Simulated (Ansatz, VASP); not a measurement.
## Ta4Ag: VASP beside Ansatz

```xyz
5
Lattice="4.8345 0.0000 0.0000 0.0000 4.8345 0.0000 0.0000 0.0000 4.8345" Properties=species:S:1:pos:R:3 pbc="T T T"
Ta    0.0000    2.4173    2.4173
Ta    2.4173    0.0000    2.4173
Ta    2.4173    2.4173    0.0000
Ta    0.0000    0.0000    0.0000
Ag    2.4173    2.4173    2.4173
```

Alike in both runs: functional PBE; k mesh 8 × 8 × 8; occupations gaussian, width 0.1 eV; no spin polarisation.

Ansatz relaxed the structure, and its values are those at the end. VASP's run is a single point on that final structure, the one shown.

```csv
,VASP,Ansatz
version,VASP 6.6.1,Ansatz 0.2.0
potentials or method,"VASP PAW PBE potentials, release 64 (Ta_pv, Ag), cutoff 500 eV","scalar-relativistic, plane waves, PAW"
valence electrons in the cell,55,71
```

VASP gave:

| Property | Result |
| --- | --- |
| gap on the k mesh at the Fermi level (eV) | none |
| pressure (GPa) | -0.2 |

Q: Estimate Ansatz's values.

A: gap on the k mesh at the Fermi level (eV): none; pressure (GPa): 0.0.

A gap of «none» marks a metal or a gap that the smearing closes. With one functional, cell and mesh, what is left measures potentials, basis and numerics. VASP's potentials hold 55 valence electrons a cell and Ansatz's 71, so a difference there can come from the potentials and not from the codes.

Spin-orbit coupling is off throughout.
